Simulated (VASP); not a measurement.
A run of VASP 6.6.1:

File INCAR:

```
SYSTEM = BaZnF2
PREC     = Accurate       ! precision mode
ENCUT    = 520            ! plane-wave cutoff, eV
EDIFF    = 1E-6           ! SCF threshold, eV
ISMEAR   = 0              ! smearing method
SIGMA    = 0.1            ! smearing width, eV
LREAL    = .False.        ! projectors in reciprocal space
LASPH    = .True.         ! aspherical terms in the spheres
NELM     = 100            ! most SCF steps
ALGO     = Normal         ! electronic algorithm
ISIF     = 2              ! what is computed and relaxed
LWAVE    = .False.        ! write WAVECAR
LCHARG   = .True.         ! write CHGCAR
GGA      = PE             ! functional
LELF     = .True.         ! ELF
LVHAR    = .True.       
NBANDS   = 26             ! bands
```

File KPOINTS:

```
regular mesh
0
Gamma
  6 6 2
  0 0 0
```

The input POSCAR:

```
BaZnF2
1.0
    3.0963395100      0.0000000000      0.0000000000
    0.0000000000      3.0963395100      0.0000000000
    0.0000000000      0.0000000000      8.9914570100
Ba Zn F
1 1 2
Direct
    0.0000000000      0.0000000000      0.0000000000
    0.0000000000      0.0000000000      0.5000000000
    0.0000000000      0.0000000000      0.3015582400
    0.0000000000      0.0000000000      0.6984417600
```

Potentials or basis: VASP PAW PBE potentials, release 64 (Ba_sv, Zn, F).

Run with:

```console
$ cat potpaw_PBE.64/Ba_sv/POTCAR potpaw_PBE.64/Zn/POTCAR potpaw_PBE.64/F/POTCAR > POTCAR
$ mpirun -np 1 vasp_std > vasp.out
```

Hardware: 1 thread of Intel Xeon 8259CL (shared host).

Q: Estimate the wall time of this run.

A: It took 64 s on 1 thread of Intel Xeon 8259CL (shared host), peak memory 0.21 GiB. Counts: scf iterations 16, k points 20.
